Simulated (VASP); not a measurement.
# SnO2 (Cassiterite): single point with LDA

The system is SnO2 (Cassiterite).

```
CELL_PARAMETERS angstrom
4.72233 0.00000 0.00000
0.00000 4.72233 0.00000
0.00000 0.00000 3.19042
ATOMIC_POSITIONS crystal
Sn 0.00000 0.00000 0.00000
Sn 0.50000 0.50000 0.50000
O 0.30606 0.30606 0.00000
O 0.19394 0.80606 0.50000
O 0.69394 0.69394 0.00000
O 0.80606 0.19394 0.50000
```

```yaml
Program: VASP 6.6.1
Task: single point
Functional: LDA
Potentials_or_basis: VASP PAW LDA potentials, release 64 (Sn_d, O)
Cutoff: 520 eV
k_mesh: 6 × 6 × 8
Occupations: fermi-dirac, width 0.02 eV
Spin: no spin polarisation
```

```
Pressure               : 1.1 GPa
Largest force          : 0.020 eV/Å
Band gap on the k mesh : 1.20 eV, direct
```

Forces in eV/Å, atoms in the order of the input:
```
Sn   0.000  0.000  0.000
Sn   0.000  0.000  0.000
O   -0.014 -0.014  0.000
O    0.014 -0.014  0.000
O    0.014  0.014  0.000
O   -0.014  0.014  0.000
```

Stress tensor (GPa, compression positive):
```
0.93 0.00 0.00
0.00 0.93 0.00
0.00 0.00 1.39
```

Levels at points of the mesh, in eV from the valence-band top:
```csv
k point,band 22,band 23,band 24,band 25,band 26,band 27,band 28,band 29,band 30,band 31
"(0.00, 0.00, 0.00)",-1.28,-1.28,-0.81,-0.81,0.00,1.20,5.96,6.08,6.08,10.11
"(0.50, 0.00, 0.00)",-2.03,-1.24,-1.24,-0.65,-0.65,4.36,4.36,6.83,6.83,10.83
"(0.50, 0.50, 0.00)",-2.07,-1.36,-1.36,-0.92,-0.92,4.74,4.74,7.32,7.32,10.84
"(0.00, 0.00, 0.50)",-2.71,-1.73,-1.73,-1.29,-1.29,6.07,6.07,9.54,9.54,10.40
"(0.50, 0.00, 0.50)",-1.79,-1.14,-1.14,-0.72,-0.72,6.36,6.36,7.90,7.90,10.76
"(0.50, 0.50, 0.50)",-2.44,-0.99,-0.99,-0.85,-0.85,4.73,4.73,8.64,8.64,10.77
```

Run time: 92 s on 1 thread of Intel(R) Xeon(R) Platinum 8259CL CPU @ 2.50GHz (Skylake/Cascade Lake), with other jobs on the host, peak memory 0.22 GiB.

Caveat: spin-orbit coupling is left out, which moves the levels of the heavy elements. Expect the measured gap to be larger: semilocal functionals such as LDA lack the derivative discontinuity.
